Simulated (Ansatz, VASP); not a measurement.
# One calculation of Sn, two programs

```xyz
1
Lattice="-1.7095 1.7581 2.3851 1.7095 -1.7581 2.3851 1.7095 1.7581 -2.3851" Properties=species:S:1:pos:R:3 pbc="T T T"
Sn    0.0000    0.0000    0.0000
```

Change from the starting cell: z stretched by +2 % at fixed volume, PAW files.

Alike in both runs: task electric field gradients; functional PBEsol; k mesh 16 × 16 × 16; occupations fermi-dirac, width 0.03 eV; no spin polarisation.

|  | VASP | Ansatz |
| --- | --- | --- |
| version | VASP 6.6.1 | Ansatz 0.2.0 |
| potentials or method | VASP PAW PBE potentials, release 64 (Sn_d) | PAW with Ansatz's default frozen-core files, scalar-relativistic |
| plane-wave cutoff (eV) | 400 | 420 |
| valence electrons in the cell | 14 | 14 |

Ansatz gave:

| Quantity | Value |
| --- | --- |
| pressure (GPa) | -3.6 |
| traceless stress, the component that is largest in VASP (GPa) | 0.44 |
| size of Vzz on the site where it differs most (V/Å²) | 10.3 |

Problem. Estimate VASP's values.

Solution. Pressure (GPa): -3.6; traceless stress, the component that is largest in VASP (GPa): 0.44; size of Vzz on the site where it differs most (V/Å²): 10.2.

VASP's potentials were made for PBE, not for PBEsol. The functional is the same, so the differences come from potentials, cutoffs and numerics.
